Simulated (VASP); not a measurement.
Set up this calculation in VASP 6.6.1, as the native input.

* Task: electric field gradients
* Functional: LDA
* Potentials or basis: VASP PAW LDA potentials, release 64 (Sr_sv, O)
* Cutoff: 520 eV
* k mesh: 8 × 8 × 8
* Occupations: fermi-dirac, width 0.02 eV
* Spin: no spin polarisation
* Dipole correction: no
* Further INCAR settings: ALGO = Normal; EDIFF = 1e-08; NBANDS = 15

The structure of SrO lies in POSCAR:

```
SrO
1.0
    0.0000000000      2.5173403822      2.5173403822
    2.5173403822      0.0000000000      2.5173403822
    2.5173403822      2.5173403822      0.0000000000
Sr O
1 1
Direct
    0.0000000000      0.0000000000      0.0000000000
    0.5000000000      0.5000000000      0.5000000000
```

This cell differs from its parent crystal: volume scaled by 0.94.

One way to write it, as run:

INCAR

```
SYSTEM = SrO
PREC = Accurate ; ENCUT = 520
EDIFF = 1E-8 ; ISMEAR = -1
SIGMA = 0.02 ; LREAL = .FALSE.
LASPH = .TRUE. ; NELM = 100
ALGO = Normal ; ISIF = 2
LWAVE = .FALSE. ; LCHARG = .FALSE.
LEFG = .TRUE. ; NBANDS = 15
```

KPOINTS

```
regular mesh
0
G
  8 8 8
  0 0 0
```

Potentials or basis: VASP PAW LDA potentials, release 64 (Sr_sv, O).

The run is started by

```console
$ cat potpaw_LDA.64/Sr_sv/POTCAR potpaw_LDA.64/O/POTCAR > POTCAR
$ mpirun -np 1 vasp_std > vasp.out
```

Results of the run:

| Quantity | Value |
| --- | --- |
| Pressure | 2.8 GPa |
| Band gap on the k mesh | 3.04 eV, indirect (least direct gap 3.08 eV) |

Caveat: without QUAD_EFG the Cq values of the log hold for a quadrupole moment of 1 mb, not for the nuclei.

Run time: 15 s on 1 thread of AMD EPYC 7R13 Processor (Zen 3), with other jobs on the host, peak memory 0.12 GiB.
